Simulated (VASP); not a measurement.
# Ta3H in VASP: notebook, part 2 of 2

VASP 6.6.1.

### 4 Single point, LDA

File INCAR:

```
PREC = Accurate ; ENCUT = 520
EDIFF = 1E-7 ; ISMEAR = 0
SIGMA = 0.1 ; LREAL = F
LASPH = T ; NELM = 60
ALGO = Normal ; ISIF = 2
LWAVE = F ; LCHARG = T
LDIPOL = T ; IDIPOL = 3
DIPOL = 0.5 0.5 0.319 ; GGA = CA
LELF = T ; LVHAR = T
LVACPOTAV = T ; NBANDS = 44
```

File KPOINTS:

```
regular mesh
0
Gamma
  6 6 1
```

File POSCAR:

```
Ta3H
1.0
    4.6002247492      0.0000000000      0.0000000000
   -2.3001123746      3.9839114959      0.0000000000
    0.0000000000      0.0000000000     22.4017722044
Ta H
6 2
Direct
    0.6666666667      0.3333333333      0.1785573018
    0.3333333333      0.6666666667      0.2204743848
    0.0000000000      0.0000000000      0.2623914678
    0.6666666667      0.3333333333      0.3016814391
    0.3333333333      0.6666666667      0.3385386112
    0.0000000000      0.0000000000      0.3750494438
    0.2518155770      0.6666666667      0.4379908926
    0.4148510896      0.6666666667      0.4379908926
```

Potentials or basis: VASP PAW LDA potentials, release 64 (Ta_pv, H).

Command:

```
$ cat potpaw_LDA.64/Ta_pv/POTCAR potpaw_LDA.64/H/POTCAR > POTCAR
$ mpirun -np 1 vasp_std > vasp.out
```

OUTCAR:

```text
PREC = Accurate
   ENCUT = 520
   EDIFF = 1E-7
   ISMEAR = 0
   LREAL = F
   LASPH = T
   NELM = 60
   ISIF = 2
   GGA = CA

 ion  position               nearest neighbor table
   1  0.667  0.333  0.179-   4 2.76   2 2.82   2 2.82   2 2.82   3 3.25   3 3.25   3 3.25
   2  0.333  0.667  0.220-   5 2.64   1 2.82   3 2.82   1 2.82   3 2.82   3 2.82   1 2.82   4 3.22
                             4 3.22   4 3.22
   3  0.000  0.000  0.262-   6 2.52   4 2.80   4 2.80   4 2.80   2 2.82   2 2.82   2 2.82   5 3.16
                             5 3.16   5 3.16   1 3.25   1 3.25   1 3.25
   4  0.667  0.333  0.302-   1 2.76   5 2.78   5 2.78   5 2.78   3 2.80   3 2.80   3 2.80   6 3.12
                             6 3.12   6 3.12   2 3.22   2 3.22   2 3.22
   5  0.333  0.667  0.339-   2 2.64   6 2.78   6 2.78   6 2.78   4 2.78   4 2.78   4 2.78   3 3.16
                             3 3.16   3 3.16
   6  0.000  0.000  0.375-   3 2.52   5 2.78   5 2.78   5 2.78   4 3.12   4 3.12   4 3.12
   7  0.252  0.667  0.438-   8 0.75
   8  0.415  0.667  0.438-   7 0.75

  LATTYP: Found a hexagonal cell.
 ALAT       =     4.6002247492
 C/A-ratio  =     4.8697125523

  Lattice vectors:

 A1 = (   4.6002247492,   0.0000000000,   0.0000000000)
 A2 = (  -2.3001123746,   3.9839114959,   0.0000000000)
 A3 = (   0.0000000000,   0.0000000000,  22.4017722044)

Analysis of symmetry for initial positions (statically):
=====================================================================
 Subroutine PRICEL returns:
 Original cell was already a primitive cell.

 Routine SETGRP: Setting up the symmetry group for a
 hexagonal supercell.

 Subroutine GETGRP returns: Found  2 space group operations
 (whereof  2 operations were pure point group operations)
 out of a pool of 24 trial point group operations.

The static configuration has the point symmetry C_1h.

Analysis of symmetry for dynamics (positions and initial velocities):
=====================================================================
[... 140 lines left out ...]
   LRPA    =     F    only Hartree local field effects (RPA)
 non-spin polarized calculation
 Gauss-broadening in eV      SIGMA  =   0.10
  energy-cutoff  :      520.00
  volume of cell :      410.55
 maximum number of plane-waves:     11105
 NGX is ok and might be reduce to    36
   NGX = 17   NGY = 17   NGZ = 83

 dipolmoment           0.000000      0.000000      0.184826 electrons x Angstroem

 number of electron      68.0000007 magnetization

 dipolmoment           0.000000      0.000000     -0.047581 electrons x Angstroem

 Free energy of the ion-electron system (eV)
  ---------------------------------------------------
  ext. energy  EPLUGINS =         0.00000000
  ---------------------------------------------------
  free energy    TOTEN  =       -76.43919058 eV

  energy without entropy =      -76.41072578  energy(sigma->0) =      -76.42495818

 E-fermi :  -0.8887     XC(G=0):  -4.4979

 val. band max:       -0.9043791973   @ k =   0.3333   0.3333   0.0000
 cond. band min:      -0.8514526537   @ k =   0.5000   0.0000   0.0000
 fundamental gap:      0.0529265436
 Fermi energy:        -0.8887254919

 k-point     1 :       0.0000    0.0000    0.0000
  band No.  band energies     occupation
      1     -35.3790      2.00000
      2     -35.2976      2.00000
      3     -35.1061      2.00000
      4     -35.1024      2.00000
      5     -34.9593      2.00000
      6     -34.9578      2.00000
[... 600 lines left out ...]
     43       1.0736      0.00000
     44       1.6101      0.00000

------------------------ aborting loop because EDIFF is reached ----------------------------------------

  FORCE on cell =-STRESS in cart. coord.  units (eV):
  Direction    XX          YY          ZZ          XY          YZ          ZX
  --------------------------------------------------------------------------------------
  -------------------------------------------------------------------------------------
  Total       -2.0778837     -3.9628824     -3.2001496      0.0000000     -0.0556341      0.0000000
  in kB       -8.1088769    -15.4650260    -12.4884849      0.0000000     -0.2171104      0.0000000
  external PRESSURE =     -12.0207959 kB  Pullay stress =       0.0000000 kB

 VOLUME and BASIS-vectors are now :
 -----------------------------------------------------------------------------
  energy-cutoff  :      520.00
  volume of cell :      410.55
      direct lattice vectors                 reciprocal lattice vectors
     4.600224749  0.000000000  0.000000000     0.217380683  0.125504796  0.000000000
    -2.300112375  3.983911496  0.000000000     0.000000000  0.251009592  0.000000000
     0.000000000  0.000000000 22.401772204     0.000000000  0.000000000  0.044639325

 POSITION                                       TOTAL-FORCE (eV/Angst)
 -----------------------------------------------------------------------------------
      2.30011      1.32797      4.00000         0.000000      0.023207      1.916099
     -0.00000      2.65594      4.93902         0.000000     -0.012652     -0.802986
      0.00000      0.00000      5.87803         0.000000     -0.004960     -1.710526
      2.30011      1.32797      6.75820         0.000000     -0.033830      0.153882
     -0.00000      2.65594      7.58386         0.000000      0.087243      1.045785
      0.00000      0.00000      8.40177         0.000000     -0.063288     -0.105586
     -0.37500      2.65594      9.81177        -2.496763      0.002140     -0.248334
      0.37500      2.65594      9.81177         2.496763      0.002140     -0.248334
 -----------------------------------------------------------------------------------
    total drift:                                0.000000      0.000004      0.000462

  FREE ENERGIE OF THE ION-ELECTRON SYSTEM (eV)
  ---------------------------------------------------
  free  energy   TOTEN  =       -76.4391905774 eV

  energy  without entropy=      -76.4107257771  energy(sigma->0) =      -76.42495818

 vacuum level on the upper side and lower side of the slab         2.351         2.820
```

stdout:

```text
POSCAR found type information on POSCAR TaH
 POSCAR found :  2 types and       8 ions
 scaLAPACK will be used
 LDA part: xc-table for (Slater(with rela. corr.)+CA(PZ))
 , standard interpolation
 POSCAR, INCAR and KPOINTS ok, starting setup
 FFT: planning ... GRIDC
 FFT: planning ... GRID_SOFT
 FFT: planning ... GRID
 WAVECAR not read
 entering main loop
 -----------------------------------------------------------------------------
|                                                                             |
|           W    W    AA    RRRRR   N    N  II  N    N   GGGG   !!!           |
|           W    W   A  A   R    R  NN   N  II  NN   N  G    G  !!!           |
|           W    W  A    A  R    R  N N  N  II  N N  N  G       !!!           |
|           W WW W  AAAAAA  RRRRR   N  N N  II  N  N N  G  GGG   !            |
|           WW  WW  A    A  R   R   N   NN  II  N   NN  G    G                |
|           W    W  A    A  R    R  N    N  II  N    N   GGGG   !!!           |
|                                                                             |
|     Did not find any points to average over, which means that no vacuum     |
|     field-free region was found. Please increase the size of  your cell     |
|     in the dimension of the dipole correction to obtain accurate            |
|     workfunction values.                                                    |
|                                                                             |
 -----------------------------------------------------------------------------
```

Run time: 6.2 min. Hardware: 1 thread of Intel Xeon 6975P-C (Granite Rapids), shared host; peak memory 0.44 GiB.

What came out:

- Free energy: -76.4392 eV
- Largest force: 2.509 eV/Å
- Band gap on the k mesh: zero (bands 34 and 35 overlap by 0.10 eV)

Forces in eV/Å, atoms in the order of the input:
```
Ta   0.000  0.023  1.916
Ta   0.000 -0.013 -0.803
Ta   0.000 -0.005 -1.711
Ta   0.000 -0.034  0.154
Ta   0.000  0.087  1.046
Ta   0.000 -0.063 -0.106
H   -2.497  0.002 -0.248
H    2.497  0.002 -0.248
```

Caveat: spin-orbit coupling is left out, which moves the levels of the heavy elements.

### 5 Summary

```tsv
cell	gap on the mesh (eV)	largest force (eV/Å)
as given, atomic positions A	none	3.18
as given, atomic positions B	none	5.99
as given, atomic positions C	none	2.51
```

Alike in all rows: task single point; level LDA; potentials or basis VASP PAW LDA potentials, release 64 (Ta_pv, H); no spin polarisation; k mesh 6 × 6 × 1; cutoff (eV) 520; smearing gaussian 0.1 eV.

Caveats: spin-orbit coupling is left out, which moves the levels of the heavy elements.

Absolute energies hang on the potentials; compare differences alone.

The gap in the log of VASP goes by the Fermi energy; the results here count the filled bands.